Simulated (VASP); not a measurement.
Crystal: CdTe (zincblende type).

```
Cd Te
1.0
     0.00000    3.10723    3.10723
     3.10723    0.00000    3.10723
     3.10723    3.10723    0.00000
Cd Te
1 1
Direct
  0.00000 0.00000 0.00000
  0.25000 0.25000 0.25000
```

```yaml
Program: VASP 6.6.1
Task: relaxation of cell and atoms
Functional: LDA
Potentials_or_basis: VASP PAW LDA potentials, release 64 (Cd, Te)
Cutoff: 500 eV
k_mesh: 9 × 9 × 9
Occupations: fermi-dirac, width 0.02 eV
Spin: no spin polarisation
```

At the start: pressure 5.7 GPa; volume 30.00 Å³/atom.

Task: How do energy, volume and symmetry change on relaxing?

Result: Over 3 steps the energy falls by 49.9 meV/atom and the volume is 33.06 Å³/atom (+10.2 %); space group F-43m (No. 216, to 0.05 Å).

The path:
| step | energy change (eV) | largest force (eV/Å) | pressure (GPa) | volume (Å³) |
| --- | --- | --- | --- | --- |
| 1 | 0.0000 | 0.0000 | 5.71 | 60.00 |
| 2 | -0.0730 | 0.0000 | -2.23 | 69.78 |
| 3 | -0.0998 | 0.0000 | 0.01 | 66.12 |

Final structure:
```yaml
crystal:
  lattice:
    - [0.00000, 3.20947, 3.20947]
    - [3.20947, 0.00000, 3.20947]
    - [3.20947, 3.20947, 0.00000]
  atoms:
    - { symbol: Cd, position: [0.00000, 0.00000, 0.00000] }
    - { symbol: Te, position: [0.25000, 0.25000, 0.25000] }
```
